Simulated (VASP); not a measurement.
# Be (I4/mmm) in VASP: further runs

Be is run at these levels: PBE+D3(BJ); tasks: single point.

Everything below comes from runs of VASP 6.6.1. Logs are shortened: lines on timing, memory, paths and dates and some standing lists are left out, and cuts for length are marked.

### 1 The cell of the first run

It takes space group I4/mmm (No. 139, tetragonal). The conventional cell has a = 2.407 Å, b = 2.407 Å, c = 2.457 Å, α = 90.00°, β = 90.00°, γ = 90.00°. Within 2.8 Å of Be (site symmetry 4/mmm) lie 14 Be at 2.10 to 2.46 Å.

### 2 Single point, PBE+D3(BJ) (volume scaled by 0.97, then relaxed in part)

INCAR

```
SYSTEM = Be
PREC     = Accurate       ! precision mode
ENCUT    = 520            ! plane-wave cutoff, eV
EDIFF    = 1E-7           ! SCF threshold, eV
ISMEAR   = 0              ! smearing method
SIGMA    = 0.1            ! smearing width, eV
LREAL    = .FALSE.        ! projectors in reciprocal space
LASPH    = .TRUE.         ! aspherical terms in the spheres
NELM     = 60             ! most SCF steps
ALGO     = Fast           ! electronic algorithm
ISIF     = 2              ! what is computed and relaxed
LWAVE    = .FALSE.        ! write WAVECAR
LCHARG   = .TRUE.         ! write CHGCAR
GGA      = PE             ! functional
IVDW     = 12             ! dispersion correction
LELF     = .TRUE.         ! ELF
LVHAR    = .TRUE.       
NBANDS   = 12             ! bands
```

KPOINTS

```
Automatic mesh
0
G
  16 12 12
  0 0 0
```

POSCAR

```
Be
1.0
    2.4569710754      0.0000000000      0.0000000000
    0.0000000000      3.4045663203      0.0000000000
    0.0000000000      0.0000000000      3.4045663203
Be
4
Direct
    0.7500000000      0.7500000000      0.7500000000
    0.2500000000      0.2500000000      0.7500000000
    0.2500000000      0.7500000000      0.2500000000
    0.7500000000      0.2500000000      0.2500000000
```

Potentials or basis: VASP PAW PBE potentials, release 64 (Be).

Started as:

```console
> cat potpaw_PBE.64/Be/POTCAR > POTCAR
> mpirun -np 1 vasp_std > vasp.out
```

OUTCAR:

```text
SYSTEM = Be
   PREC = Accurate
   ENCUT = 520
   EDIFF = 1E-7
   ISMEAR = 0
   LREAL = .FALSE.
   LASPH = .TRUE.
   NELM = 60
   ISIF = 2
   GGA = PE
   IVDW = 12
 IVDW          = 12

 ion  position               nearest neighbor table
   1  0.750  0.750  0.750-   2 2.10   3 2.10   3 2.10   2 2.10   2 2.10   3 2.10   3 2.10   2 2.10

   2  0.250  0.250  0.750-   1 2.10   4 2.10   4 2.10   1 2.10   1 2.10   4 2.10   4 2.10   1 2.10

   3  0.250  0.750  0.250-   1 2.10   4 2.10   1 2.10   4 2.10   1 2.10   4 2.10   1 2.10   4 2.10

   4  0.750  0.250  0.250-   2 2.10   3 2.10   2 2.10   3 2.10   2 2.10   3 2.10   2 2.10   3 2.10

  LATTYP: Found a simple tetragonal cell.
 ALAT       =     3.4045663203
 C/A-ratio  =     0.7216693242

  Lattice vectors:

 A1 = (   0.0000000000,   3.4045663203,   0.0000000000)
 A2 = (   0.0000000000,   0.0000000000,   3.4045663203)
 A3 = (   2.4569710754,   0.0000000000,   0.0000000000)

Analysis of symmetry for initial positions (statically):
=====================================================================
 Subroutine PRICEL returns following result:

  LATTYP: Found a body centered tetragonal cell.
 ALAT       =     2.4073919321
 C/A-ratio  =     1.0205945458

  Lattice vectors:

 A1 = (  -1.2284855377,   0.0000000000,  -1.7022831601)
 A2 = (  -1.2284855377,   0.0000000000,   1.7022831602)
 A3 = (   1.2284855377,   1.7022831601,  -0.0000000000)

   4 primitive cells build up your supercell.

 Routine SETGRP: Setting up the symmetry group for a
 simple tetragonal supercell.

 Subroutine GETGRP returns: Found 16 space group operations
 (whereof  8 operations were pure point group operations)
 out of a pool of 16 trial point group operations.

The static configuration has the point symmetry D_2d.
 The point group associated with its full space group is D_4h.

Analysis of symmetry for dynamics (positions and initial velocities):
=====================================================================
 Subroutine PRICEL returns following result:

  LATTYP: Found a body centered tetragonal cell.
 ALAT       =     2.4073919321
 C/A-ratio  =     1.0205945458

  Lattice vectors:

 A1 = (  -1.2284855377,   0.0000000000,  -1.7022831601)
 A2 = (  -1.2284855377,   0.0000000000,   1.7022831602)
 A3 = (   1.2284855377,   1.7022831601,  -0.0000000000)

   4 primitive cells build up your supercell.

 Routine SETGRP: Setting up the symmetry group for a
 simple tetragonal supercell.

 Subroutine GETGRP returns: Found 16 space group operations
 (whereof  8 operations were pure point group operations)
 out of a pool of 16 trial point group operations.

The dynamic configuration has the point symmetry D_2d.
 The point group associated with its full space group is D_4h.

 Subroutine INISYM returns: Found 16 space group operations
 (whereof  8 operations are pure point group operations),
 and found     4 'primitive' translations

----------------------------------------------------------------------------------------

                                     Primitive cell

  volume of cell :       7.1197

  direct lattice vectors                    reciprocal lattice vectors
    -1.228485538  0.000000000 -1.702283160    -0.407005198  0.293723166 -0.293723166
    -1.228485538  0.000000000  1.702283160    -0.407005198  0.293723166  0.293723166
     1.228485538  1.702283160 -0.000000000     0.000000000  0.587446333  0.000000000

  length of vectors
     2.099272415  2.099272415  2.099272415     0.581549507  0.581549507  0.587446333

  position of ions in fractional coordinates (direct lattice)
     0.250000000  0.750000000  0.500000000

  ion indices of the primitive-cell ions
   primitive index   ion index
                 1           1

----------------------------------------------------------------------------------------

 KPOINTS: Automatic mesh

Automatic generation of k-mesh.
 Grid dimensions read from file:
 generate k-points for:   16   12   12

 Generating k-lattice:

  Cartesian coordinates                     Fractional coordinates (reciprocal lattice)
     0.025437825  0.000000000  0.000000000     0.062500000  0.000000000  0.000000000
     0.000000000  0.024476931  0.000000000     0.000000000  0.083333333  0.000000000
     0.000000000  0.000000000  0.024476931     0.000000000  0.000000000  0.083333333

  Length of vectors
     0.025437825  0.024476931  0.024476931

  Shift w.r.t. Gamma in fractional coordinates (k-lattice)
     0.000000000  0.000000000  0.000000000

 Subroutine IBZKPT returns following result:
 ===========================================

 Found    252 irreducible k-points:

 Following reciprocal coordinates:
            Coordinates               Weight
  0.000000  0.000000  0.000000      1.000000
  0.062500  0.000000  0.000000      2.000000
  0.125000  0.000000  0.000000      2.000000
  0.187500  0.000000  0.000000      2.000000
  0.250000  0.000000  0.000000      2.000000
  0.312500  0.000000  0.000000      2.000000
[... 16 lines left out ...]
  0.250000  0.166667  0.000000      8.000000
  0.312500  0.166667  0.000000      8.000000
 [... further k-points ...]
   k-points           NKPTS =    252   k-points in BZ     NKDIM =    252   number of bands    NBANDS=     12
   number of dos      NEDOS =    301   number of ions     NIONS =      4
   total plane-waves  NPLWV =  14112
   dimension x,y,z NGX =    18 NGY =   28 NGZ =   28
   dimension x,y,z NGXF=    36 NGYF=   56 NGZF=   56
   ions per type =               4
   NGX,Y,Z   is equivalent  to a cutoff of  12.18, 13.67, 13.67 a.u.
   NGXF,Y,Z  is equivalent  to a cutoff of  24.36, 27.34, 27.34 a.u.
 SYSTEM =  Be
   PREC   = accura    normal or accurate (medium, high low for compatibility)
   ISTART =      0    job   : 0-new  1-cont  2-samecut
   ICHARG =      2    charge: 1-file 2-atom 10-const
   ISPIN  =      1    spin polarized calculation?
   LNONCOLLINEAR =      F non collinear calculations
   LSORBIT =      F    spin-orbit coupling
   LASPH  =      T    aspherical Exc in radial PAW
   ENCUT  =  520.0 eV  38.22 Ry    6.18 a.u.   4.57  6.33  6.33*2*pi/ulx,y,z
   NELM   =     60;   NELMIN=  2; NELMDL= -5     # of ELM steps
   EDIFF  = 0.1E-06   stopping-criterion for ELM
   LREAL  =      F    real-space projection
   EDIFFG = 0.1E-05   stopping-criterion for IOM
   NSW    =      0    number of steps for IOM
   IBRION =     -1    ionic relax: 0-MD 1-quasi-New 2-CG
   NFREE  =      0    steps in history (QN), initial steepest desc. (CG)
   ISIF   =      2    stress and relaxation
   ISYM   =      2    0-nonsym 1-usesym 2-fastsym
   POTIM  = 0.5000    time-step for ionic-motion
   TEBEG  =    0.0;   TEEND  =   0.0 temperature during run
   PSTRESS=    0.0 pullay stress
   NELECT =       8.0000    total number of electrons
   NUPDOWN=      -1.0000    fix difference up-down
   EMIN   =  10.00;   EMAX   =-10.00  energy-range for DOS
   EFERMI =   0.00;   METHOD = LEGACY
   ISMEAR =     0;   SIGMA  =   0.10  broadening in eV -4-tet -1-fermi 0-gaus
   EFERMI_NEDOS =   21; number of points for ismear=-14 and -15
   IALGO  =     68    algorithm
   IMIX   =      4    mixing-type and parameters
     AMIX     =   0.40;   BMIX     =  1.00
     AMIX_MAG =   1.60;   BMIX_MAG =  1.00
  volume/ion in A,a.u.               =       7.12        48.05
  Fermi-wavevector in a.u.,A,eV,Ry     =   1.072170  2.026107 15.640554  1.149548
  Thomas-Fermi vector in A             =   2.207932
   LORBIT       =      0    0 simple, 1 ext, 2 COOP (PROOUT), +10 PAW based schemes
   GGA     = PE    functional components
   LHFCALC =     F    Hartree Fock is set to
   AEXX    =    0.0000 exact exchange contribution
   IVDW    =    12    specifies the selected vdW correction
   LEPSILON=     F    determine dielectric tensor
   LRPA    =     F    only Hartree local field effects (RPA)
 non-spin polarized calculation
 RMM-DIIS sequential band-by-band and
 Gauss-broadening in eV      SIGMA  =   0.10
  energy-cutoff  :      520.00
  volume of cell :       28.48
 maximum number of plane-waves:       786
   NGX =  9   NGY = 13   NGZ = 13

 number of electron       8.0000000 magnetization

 Free energy of the ion-electron system (eV)
  ---------------------------------------------------
  ext. energy  EPLUGINS =         0.00000000
  ---------------------------------------------------
  free energy    TOTEN  =       -14.55615094 eV

  energy without entropy =      -14.55377479  energy(sigma->0) =      -14.55496286

 E-fermi :   8.8653     XC(G=0): -10.9615

 val. band max:        8.8475551268   @ k =   0.0625   0.3333   0.0000
 cond. band min:       8.8755051603   @ k =   0.3750   0.4167   0.0000
 fundamental gap:      0.0279500335
 Fermi energy:         8.8652965614

 k-point     1 :       0.0000    0.0000    0.0000
  band No.  band energies     occupation
      1      -4.0179      2.00000
      2       3.3123      2.00000
      3       3.3123      2.00000
      4       9.6915      0.00000
      5       9.6915      0.00000
      6      12.5477      0.00000
      7      13.4044      0.00000
      8      13.4044      0.00000
      9      18.8420      0.00000
     10      19.3991      0.00000
     11      21.7593      0.00000
     12      21.7593      0.00000

 k-point     2 :       0.0625    0.0000    0.0000
  band No.  band energies     occupation
      1      -3.9488      2.00000
      2       3.4075      2.00000
      3       3.4075      2.00000
      4       9.6865      0.00000
      5       9.6865      0.00000
      6      11.7184      0.00000
      7      13.4955      0.00000
      8      13.4955      0.00000
      9      19.4963      0.00000
     10      19.8348      0.00000
     11      21.6300      0.00000
     12      21.6300      0.00000

 k-point     3 :       0.1250    0.0000    0.0000
  band No.  band energies     occupation
      1      -3.7412      2.00000
      2       3.6930      2.00000
      3       3.6930      2.00000
      4       9.6718      0.00000
      5       9.6718      0.00000
      6      10.0171      0.00000
      7      13.7687      0.00000
      8      13.7687      0.00000
      9      19.7879      0.00000
     10      21.2847      0.00000
     11      21.2882      0.00000
     12      21.4566      0.00000
[... 286 lines left out ...]
 k-point    23 :       0.2500    0.1667    0.0000
  band No.  band energies     occupation
      1      -2.6515      2.00000
      2       3.3504      2.00000
      3       5.1801      2.00000
      4       6.5086      2.00000
      5       9.3049      0.00000
      6      11.7144      0.00000
      7      13.0160      0.00000
      8      14.7903      0.00000
      9      16.1885      0.00000
     10      17.1632      0.00000
     11      20.5517      0.00000
     12      21.6619      0.00000

 k-point    24 :       0.3125    0.1667    0.0000
  band No.  band energies     occupation
      1      -2.0214      2.00000
      2       4.0431      2.00000
      3       4.8581      2.00000
      4       6.0341      2.00000
      5       8.9257      0.39281
      6      11.8180      0.00000
      7      13.8456      0.00000
      8      14.8944      0.00000
      9      15.0485      0.00000
     10      15.5722      0.00000
     11      20.1036      0.00000
     12      20.8497      0.00000

 [... further k-points ...]

------------------------ aborting loop because EDIFF is reached ----------------------------------------

 Edisp (eV)   -1.58269

 E8    (eV) :    -0.5491

  FORCE on cell =-STRESS in cart. coord.  units (eV):
  Direction    XX          YY          ZZ          XY          YZ          ZX
  --------------------------------------------------------------------------------------
  -------------------------------------------------------------------------------------
  Total       0.79295     0.80834     0.80834     0.00000     0.00000     0.00000
  in kB      44.60982    45.47604    45.47604     0.00000     0.00000     0.00000
  external pressure =       45.19 kB  Pullay stress =        0.00 kB

 VOLUME and BASIS-vectors are now :
 -----------------------------------------------------------------------------
  energy-cutoff  :      520.00
  volume of cell :       28.48
      direct lattice vectors                 reciprocal lattice vectors
     2.456971075  0.000000000  0.000000000     0.407005198  0.000000000  0.000000000
     0.000000000  3.404566320  0.000000000     0.000000000  0.293723166  0.000000000
     0.000000000  0.000000000  3.404566320     0.000000000  0.000000000  0.293723166

 POSITION                                       TOTAL-FORCE (eV/Angst)
 -----------------------------------------------------------------------------------
      1.84273      2.55342      2.55342         0.000000     -0.000000      0.000000
      0.61424      0.85114      2.55342        -0.000000      0.000000      0.000000
      0.61424      2.55342      0.85114        -0.000000     -0.000000     -0.000000
      1.84273      0.85114      0.85114        -0.000000      0.000000     -0.000000
 -----------------------------------------------------------------------------------
    total drift:                               -0.000000     -0.000000      0.000000

  FREE ENERGIE OF THE ION-ELECTRON SYSTEM (eV)
  ---------------------------------------------------
  free  energy   TOTEN  =       -16.1388410635 eV

  energy  without entropy=      -16.1364649120  energy(sigma->0) =      -16.13765299
```

It took 62 s on 1 thread of Intel Xeon Platinum 8488C (Sapphire Rapids), shared host; peak memory 0.2 GiB.

What came out:

```yaml
Free_energy: -16.1388 eV
Pressure: 4.5 GPa
Band_gap_on_the_k_mesh: zero (band 4 reaches 10.31 eV, above the bottom of band 5 at 7.51 eV)
Dispersion_energy_per_atom: -0.396 eV
```

Stress tensor (GPa, compression positive):
```
4.46 0.00 0.00
0.00 4.55 0.00
0.00 0.00 4.55
```

Caveat: pairwise dispersion overbinds metals, which lowers pressure and volume.

(Continued in part 2 of 2.)
